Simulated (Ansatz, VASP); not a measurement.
## TaN in VASP and in Ansatz

```
Ta N
1.0
     2.85090    0.00000    0.00000
    -1.42545    2.46895    0.00000
     0.00000    0.00000    2.90660
Ta N
1 1
Cartesian
  0.0000 1.6460 1.4533
  0.0000 0.0000 0.0000
```

Alike in both runs: task single point; functional PBEsol; k mesh 18 × 18 × 16; occupations gaussian, width 0.15 eV; no spin polarisation.

|  | VASP | Ansatz |
| --- | --- | --- |
| version | VASP 6.6.1 | Ansatz 0.2.0 |
| potentials or method | VASP PAW PBE potentials, release 64 (Ta_pv, N), cutoff 520 eV | scalar-relativistic, plane waves, PAW |
| valence electrons in the cell | 16 | 18 |

|  | VASP | Ansatz | Ansatz less VASP |
| --- | --- | --- | --- |
| gap on the k mesh at the Fermi level (eV) | none | none | - |
| pressure (GPa) | 15.2 | 14.2 | -1.03 |
| traceless stress, the component that is largest in VASP (GPa) | -16.25 | -16.39 | -0.144 |

VASP's potentials were made for PBE, not for PBEsol. A gap of «none» marks a metal or a gap that the smearing closes. VASP's potentials hold 16 valence electrons a cell and Ansatz's 18, so a difference there can come from the potentials and not from the codes.

Neither program's run includes spin-orbit coupling.
